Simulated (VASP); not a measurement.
BaTe:

```
CELL_PARAMETERS angstrom
0.00000 3.38069 3.38069
3.38069 0.00000 3.38069
3.38069 3.38069 0.00000
ATOMIC_POSITIONS crystal
Ba 0.00000 0.00000 0.00000
Te 0.50000 0.50000 0.50000
```

- Program: VASP 6.6.1
- Task: relaxation of cell and atoms
- Functional: PBEsol
- Potentials or basis: VASP PAW PBE potentials, release 64 (Ba_sv, Te)
- Cutoff: 600 eV
- k mesh: 8 × 8 × 8
- Occupations: gaussian, width 0.02 eV
- Spin: no spin polarisation

At the start: pressure 3.5 GPa; volume 38.64 Å³/atom.

Question: How do energy, volume and symmetry change on relaxing?

Answer: Over 3 steps the energy falls by 37.0 meV/atom and the volume is 42.29 Å³/atom (+9.4 %); space group Fm-3m (No. 225, to 0.1 Å) before and after.

Step by step:
```tsv
step	energy change (eV)	largest force (eV/Å)	pressure (GPa)	volume (Å³)
1	0.0000	0.0000	3.52	77.28
2	-0.0668	0.0000	-0.88	87.15
3	-0.0740	0.0000	0.01	84.57
```

Final structure:
```
Ba Te
1.0
     0.00000    3.48388    3.48388
     3.48388    0.00000    3.48388
     3.48388    3.48388    0.00000
Ba Te
1 1
Direct
  0.00000 0.00000 0.00000
  0.50000 0.50000 0.50000
```

Caveat: the PAW data sets were made with another functional, which shifts forces and pressure a little.
